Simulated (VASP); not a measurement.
# C3N2 (P-3m1) in VASP: notebook, part 2 of 2

VASP 6.6.1.

### 4 Single point, PBE, collinear spin, ferromagnetic start

This run uses another cell than the first one, of 13.58 Å³/atom.

Input file INCAR:

```
PREC     = Accurate       # precision mode
ENCUT    = 520            # plane-wave cutoff, eV
EDIFF    = 1E-6           # SCF threshold, eV
ISMEAR   = 0              # smearing method
SIGMA    = 0.1            # smearing width, eV
LREAL    = F              # projectors in reciprocal space
LASPH    = T              # aspherical terms in the spheres
NELM     = 150            # most SCF steps
ALGO     = Normal         # electronic algorithm
ISIF     = 2              # what is computed and relaxed
LWAVE    = F              # write WAVECAR
LCHARG   = F              # write CHGCAR
ISPIN    = 2              # spin polarisation
MAGMOM   = 1 1 1 1 1      # initial moments
LORBIT   = 11             # projections on sites
GGA      = PE             # functional
NBANDS   = 23             # bands
```

Input file KPOINTS:

```
regular mesh
0
Gamma
  6 6 4
```

Input file POSCAR:

```
C3N2
1.0
    3.6630719200      0.0000000000      0.0000000000
   -1.8315359600      3.1723133400      0.0000000000
    0.0000000000      0.0000000000      5.8435534300
C N
3 2
Direct
    0.3333333300      0.6666666700      0.5802750000
    0.6666666700      0.3333333300      0.4197250000
    0.0000000000      0.0000000000      0.0000000000
    0.3333333300      0.6666666700      0.1648329900
    0.6666666700      0.3333333300      0.8351670100
```

Potentials or basis: VASP PAW PBE potentials, release 64 (C, N).

On the command line:

```sh
cat potpaw_PBE.64/C/POTCAR potpaw_PBE.64/N/POTCAR > POTCAR
mpirun -np 1 vasp_std > vasp.out
```

OUTCAR:

```text
PREC = Accurate
   ENCUT = 520
   EDIFF = 1E-6
   ISMEAR = 0
   LREAL = F
   LASPH = T
   NELM = 150
   ISIF = 2
   ISPIN = 2
   LORBIT = 11
   GGA = PE

 ion  position               nearest neighbor table
   1  0.333  0.667  0.580-
   2  0.667  0.333  0.420-
   3  0.000  0.000  0.000-
   4  0.333  0.667  0.165-
   5  0.667  0.333  0.835-

  LATTYP: Found a hexagonal cell.
 ALAT       =     3.6630719200
 C/A-ratio  =     1.5952603601

  Lattice vectors:

 A1 = (   3.6630719200,   0.0000000000,   0.0000000000)
[... 1473 lines left out ...]
    -1.831535960  3.172313340  0.000000000     0.000000000  0.315227373  0.000000000
     0.000000000  0.000000000  5.843553430     0.000000000  0.000000000  0.171128751

 POSITION                                       TOTAL-FORCE (eV/Angst)
 -----------------------------------------------------------------------------------
     -0.00000      2.11488      3.39087        -0.000000      0.000000     -2.212617
      1.83154      1.05744      2.45269        -0.000000     -0.000000      2.212617
      0.00000      0.00000      0.00000         0.000000      0.000000      0.000000
     -0.00000      2.11488      0.96321        -0.000000     -0.000000      0.340930
      1.83154      1.05744      4.88034         0.000000      0.000000     -0.340930
 -----------------------------------------------------------------------------------
    total drift:                               -0.000000      0.000000      0.000000

  FREE ENERGIE OF THE ION-ELECTRON SYSTEM (eV)
  ---------------------------------------------------
  free  energy   TOTEN  =       -20.3258859762 eV

  energy  without entropy=      -20.3109456710  energy(sigma->0) =      -20.31841582

 total charge

# of ion       s       p       d       tot
------------------------------------------
    1        1.057   0.870   0.000   1.927
    2        1.057   0.870   0.000   1.927
    3        1.055   0.852   0.000   1.907
    4        1.382   1.872   0.000   3.253
    5        1.382   1.872   0.000   3.253
--------------------------------------------------
tot          5.933   6.334   0.000  12.267

 magnetization (x)

# of ion       s       p       d       tot
------------------------------------------
    1        0.008  -0.107   0.000  -0.099
    2        0.008  -0.107   0.000  -0.099
    3        0.018  -0.221   0.000  -0.203
    4        0.010   0.660   0.000   0.670
    5        0.010   0.660   0.000   0.670
--------------------------------------------------
tot          0.055   0.884   0.000   0.939
```

OSZICAR:

```text
N       E                     dE             d eps       ncg     rms          rms(c)
DAV:   1     0.567093617612E+02    0.56709E+02   -0.98688E+03  2208   0.835E+02
DAV:   2    -0.159670469372E+02   -0.72676E+02   -0.68289E+02  2998   0.163E+02
DAV:   3    -0.199955007656E+02   -0.40285E+01   -0.39598E+01  2537   0.343E+01
DAV:   4    -0.200258588694E+02   -0.30358E-01   -0.30349E-01  2642   0.354E+00
DAV:   5    -0.200261013869E+02   -0.24252E-03   -0.24251E-03  2656   0.308E-01    0.732E+00
DAV:   6    -0.219134092702E+02   -0.18873E+01   -0.18681E+01  2704   0.119E+01    0.115E+01
DAV:   7    -0.201344620463E+02    0.17789E+01   -0.66245E+00  2736   0.811E+00    0.195E+00
DAV:   8    -0.202868926650E+02   -0.15243E+00   -0.49832E-01  2271   0.319E+00    0.819E-01
DAV:   9    -0.203103126844E+02   -0.23420E-01   -0.84656E-02  2513   0.108E+00    0.504E-01
DAV:  10    -0.203203289089E+02   -0.10016E-01   -0.46305E-02  2628   0.743E-01    0.288E-01
DAV:  11    -0.203251094725E+02   -0.47806E-02   -0.34490E-02  2562   0.597E-01    0.106E-01
DAV:  12    -0.203256836340E+02   -0.57416E-03   -0.42693E-03  2553   0.316E-01    0.651E-02
DAV:  13    -0.203258618594E+02   -0.17823E-03   -0.59374E-04  2629   0.112E-01    0.296E-02
DAV:  14    -0.203258790225E+02   -0.17163E-04   -0.85524E-05  2555   0.391E-02    0.136E-02
DAV:  15    -0.203258852382E+02   -0.62157E-05   -0.39194E-05  2591   0.231E-02    0.526E-03
DAV:  16    -0.203258857925E+02   -0.55430E-06   -0.12158E-05  2648   0.135E-02    0.164E-03
DAV:  17    -0.203258859762E+02   -0.18370E-06   -0.77124E-07  1377   0.535E-03
   1 F= -.20325886E+02 E0= -.20318416E+02  d E =-.149403E-01  mag=     1.0839
```

stdout:

```text
POSCAR found type information on POSCAR C N
 POSCAR found :  2 types and       5 ions
 scaLAPACK will be used
 LDA part: xc-table for (Slater+PW92), standard interpolation
 POSCAR, INCAR and KPOINTS ok, starting setup
 FFT: planning ... GRIDC
 FFT: planning ... GRID_SOFT
 FFT: planning ... GRID
 WAVECAR not read
 entering main loop
```

Wall time 41 s (1 thread of Intel Xeon 6975P-C (Granite Rapids), shared host); peak memory 0.23 GiB.

What came out:

```yaml
Free_energy: -20.3259 eV
Pressure: -30.5 GPa
Largest_force: 2.213 eV/Å
Net_moment: 1.08 μB per cell
Site_moments: C -0.10, -0.20 (each value once); N +0.67 μB
Valence_electrons_inside_the_program's_atomic_spheres: C 1.93, 1.91 (each value once); N 3.25
```

Forces on the atoms (eV/Å):
```
C    0.000  0.000 -2.213
C    0.000  0.000  2.213
C    0.000  0.000  0.000
N    0.000  0.000  0.341
N    0.000  0.000 -0.341
```

Stress tensor (GPa, compression positive):
```
-34.05   0.00   0.00
  0.00 -34.05   0.00
  0.00   0.00 -23.35
```

Caveat: the stress differs along the axes, from -34 to -23 GPa; forces of over 1 eV/Å act on the atoms, so gaps and moduli don't describe the material at rest.

### 5 Summary

| spin | cell | k mesh | smearing | gap on the mesh (eV) | pressure (GPa) | moment (μB) | largest force (eV/Å) |
| --- | --- | --- | --- | --- | --- | --- | --- |
| collinear, ferromagnetic start | a = 2.529, b = 2.529, c = 5.155 Å, angles 90.0, 90.0, 120.0°, 5 atoms, atomic positions A | 6 × 6 × 4 | gaussian 0.1 eV | 1.72 | 0.3 | 0.00 | 0.05 |
| off | a = 2.529, b = 2.529, c = 5.155 Å, angles 90.0, 90.0, 120.0°, 5 atoms, atomic positions B | 12 × 12 × 6 | gaussian 0.02 eV | 1.61 | 0.2 | - | 0.05 |
| collinear, ferromagnetic start | a = 3.663, b = 3.663, c = 5.844 Å, angles 90.0, 90.0, 120.0°, 5 atoms, atomic positions C | 6 × 6 × 4 | gaussian 0.1 eV | none | -30.5 | 1.08 | 2.21 |

Alike in all rows: task single point; level PBE; potentials or basis VASP PAW PBE potentials, release 64 (C, N); cutoff (eV) 520.

Caveats: some runs use coarse meshes; the stress differs along the axes, from -34 to -23 GPa (at least some runs); forces of over 1 eV/Å act on the atoms, so gaps and moduli don't describe the material at rest (at least some runs).

Absolute energies hang on the potentials; compare differences alone.
